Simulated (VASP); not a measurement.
Write the native input for VASP 6.6.1 that does the following.

```
Task                               : single point
Functional                         : PBE0
Potentials or basis                : VASP PAW PBE potentials, release 64 (Au)
Cutoff                             : 520 eV
k mesh                             : 6 × 6 × 6
Occupations                        : fermi-dirac, width 0.05 eV
Spin                               : no spin polarisation
Dipole correction                  : no
Grid for exact exchange (PRECFOCK) : Normal
Further INCAR settings             : ALGO = Normal; EDIFF = 1e-06; NBANDS = 12
Share of exact exchange            : 0.25
```

Crystal: Au.

```xyz
1
Lattice="0.0000 2.0749 2.0749 2.0749 0.0000 2.0749 2.0749 2.0749 0.0000" Properties=species:S:1:pos:R:3 pbc="T T T"
Au    0.0000    0.0000    0.0000
```

One way to write it, as run:

POSCAR

```
Au
1.0
    0.0000000000      2.0749120936      2.0749120936
    2.0749120936      0.0000000000      2.0749120936
    2.0749120936      2.0749120936      0.0000000000
Au
1
Direct
    0.0000000000      0.0000000000      0.0000000000
```

INCAR.step1

```
SYSTEM = Au
PREC = Accurate ; ENCUT = 520
EDIFF = 1E-5 ; ISMEAR = -1
SIGMA = 0.05 ; LREAL = .FALSE.
LASPH = .TRUE. ; NELM = 100
ALGO = Normal ; ISIF = 2
LWAVE = .TRUE. ; GGA = PE
NBANDS = 12
```

INCAR.step2

```
SYSTEM = Au
PREC = Accurate ; ENCUT = 520
EDIFF = 1E-6 ; ISMEAR = -1
SIGMA = 0.05 ; LREAL = .FALSE.
LASPH = .TRUE. ; NELM = 100
ALGO = Normal ; ISIF = 2
LWAVE = .FALSE. ; LCHARG = .TRUE.
GGA = PE ; LHFCALC = .TRUE.
AEXX = 0.25 ; PRECFOCK = Normal
LELF = .TRUE. ; LVHAR = .TRUE.
ISTART = 1 ; NBANDS = 12
```

KPOINTS

```
Automatic mesh
0
G
  6 6 6
  0 0 0
```

Potentials or basis: VASP PAW PBE potentials, release 64 (Au).

Run with:

```sh
$ cat potpaw_PBE.64/Au/POTCAR > POTCAR
$ cp INCAR.step1 INCAR
$ mpirun -np 1 vasp_std > vasp.out
$ cp INCAR.step2 INCAR
$ mpirun -np 1 vasp_std > vasp.out
```

It gave:

```
Pressure               : -1.2 GPa
Band gap on the k mesh : zero (an odd number of electrons rules out a gap without spin polarisation)
```

Caveat: the k points lie up to 0.44 Å⁻¹ apart, too coarse for converged energies and pressures of a metal; the PAW data sets were made with another functional, which shifts forces and pressure a little; spin-orbit coupling is left out, which moves the levels of the heavy elements.

It took 12 min on 1 thread of Intel(R) Xeon(R) Platinum 8259CL CPU @ 2.50GHz (Skylake/Cascade Lake), with other jobs on the host, peak memory 0.15 GiB.
